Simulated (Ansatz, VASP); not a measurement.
# CoO: VASP beside Ansatz

INCAR

```
SYSTEM = CoO
PREC = Accurate
ENCUT = 520
EDIFF = 1E-6
ISMEAR = 0
SIGMA = 0.05
LREAL = .False.
LASPH = .True.
NELM = 150
ALGO = Normal
ISIF = 2
LWAVE = .False.
LCHARG = .True.
ISPIN = 2
MAGMOM = 2.89 0.23
LORBIT = 11
LMAXMIX = 4
LDAU = .True.
LDAUTYPE = 2
LDAUL = 2 -1
LDAUU = 3.3 0
LDAUJ = 0 0
LDAUPRINT = 1
GGA = RP
IVDW = 13
LELF = .True.
LVHAR = .True.
NBANDS = 18
```

Contents of KPOINTS:

```
regular mesh
0
Gamma
  10 10 10
  0 0 0
```

The input POSCAR:

```
CoO
1.0
    0.0000000000      2.1662403143      2.1662403143
    2.1662403143      0.0000000000      2.1662403143
    2.1662403143      2.1662403143      0.0000000000
Co O
1 1
Direct
    0.0000000000      0.0000000000      0.0000000000
    0.5000000000      0.5000000000      0.5000000000
```

Input for Ansatz:

```yaml
crystal:
  lattice:
    - [0.0, 2.1662403143, 2.1662403143]
    - [2.1662403143, 0.0, 2.1662403143]
    - [2.1662403143, 2.1662403143, 0.0]
  atoms:
    - { symbol: Co, position: [0.0, 0.0, 0.0], spin: 2.87 }
    - { symbol: O, position: [0.5, 0.5, 0.5] }
basis:
  ecutwfc: 420
  ecutrho_ratio: 4
kpoints:
  mp_grid: { grid: [10, 10, 10] }
hamiltonian:
  xc: rpbe
  dispersion: d4
  hubbard:
    sites:
      - { species: Co, l: d, u_eff: 3.3, starting_ns: start.occupation_matrices }
    ns_hold: { iters: 6 }
scf:
  occupations: { method: gaussian, width: 0.05 }
  lower_state_search: "off"
output:
  forces: true
  stress: true
  eigenvalues: true
  populations: true
  hubbard: { sites: [{ species: Co, l: d }] }
magnetization:
  spin_polarized: true
```

Alike in both runs: task single point; functional RPBE; dispersion D4; k mesh 10 × 10 × 10; occupations gaussian, width 0.05 eV; collinear spin; Hubbard terms Co d U = 3.3 eV.

```csv
,VASP,Ansatz
version,VASP 6.6.1,Ansatz 0.2.0
potentials or method,"VASP PAW PBE potentials, release 64 (Co, O), cutoff 520 eV","scalar-relativistic, plane waves, PAW"
valence electrons in the cell,15,23
```

Ansatz gave:

```
pressure (GPa)                                                : -1.2
net moment per atom (μB)                                      : 1.50
size of the moment on the site where the two differ most (μB) : 2.63
```

Problem. What did VASP give for the same quantities?

Solution. Pressure (GPa): -10.1; net moment per atom (μB): 1.50; size of the moment on the site where the two differ most (μB): 2.74.

VASP's potentials were made for PBE, not for RPBE. Site moments also hang on the region over which each program counts them. The programs project onto different local orbitals, so the same U acts differently, and such runs can settle in different states. VASP's potentials hold 15 valence electrons a cell and Ansatz's 23, so a difference there can come from the potentials and not from the codes. Ansatz's warnings: symmetry narrowed by occupation matrices.
